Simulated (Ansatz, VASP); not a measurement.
## SiO2: VASP beside Ansatz

```xyz
12
Lattice="0.0000 4.4875 7.2144 2.2456 0.0000 7.2144 2.2456 4.4875 0.0000" Properties=species:S:1:pos:R:3 pbc="T T T"
Si    3.3683    6.7312    8.0967
Si    2.2456    4.4875    4.4895
Si    2.2456    4.4875    9.9393
Si    3.3683    6.7312   13.5465
O     1.6842    5.6093    5.4108
O     1.6842    3.3656    9.0180
O     2.8069    5.6093    9.0180
O     2.8069    3.3656    5.4108
O     2.2456    1.5397    7.2144
O     2.2456    7.4352    7.2144
O     1.1228    3.7835    3.6072
O     1.1228    0.7040    3.6072
```

Alike in both runs: task single point; functional LDA; k mesh 6 × 6 × 6; occupations gaussian, width 0.02 eV; no spin polarisation.

```csv
,VASP,Ansatz
version,VASP 6.6.1,Ansatz 0.2.0
potentials or method,"VASP PAW LDA potentials, release 64 (Si, O), cutoff 520 eV","scalar-relativistic, plane waves, PAW"
valence electrons in the cell,64,64
```

```csv
,VASP,Ansatz,Ansatz less VASP
gap on the k mesh at the Fermi level (eV),5.76,5.77,+0.015
least direct gap on the mesh (eV),5.76,5.77,+0.015
pressure (GPa),15.8,15.0,-0.81
"traceless stress, the component that is largest in VASP (GPa)",-0.18,-0.01,+0.169
rms of the force components (eV/Å),0.024,0.000,-0.0237
```

LDA's correlation is that of Perdew and Zunger in VASP and of Perdew and Wang (1992) in Ansatz. Atom by atom the forces differ by 0.024 eV/Å (rms over components).
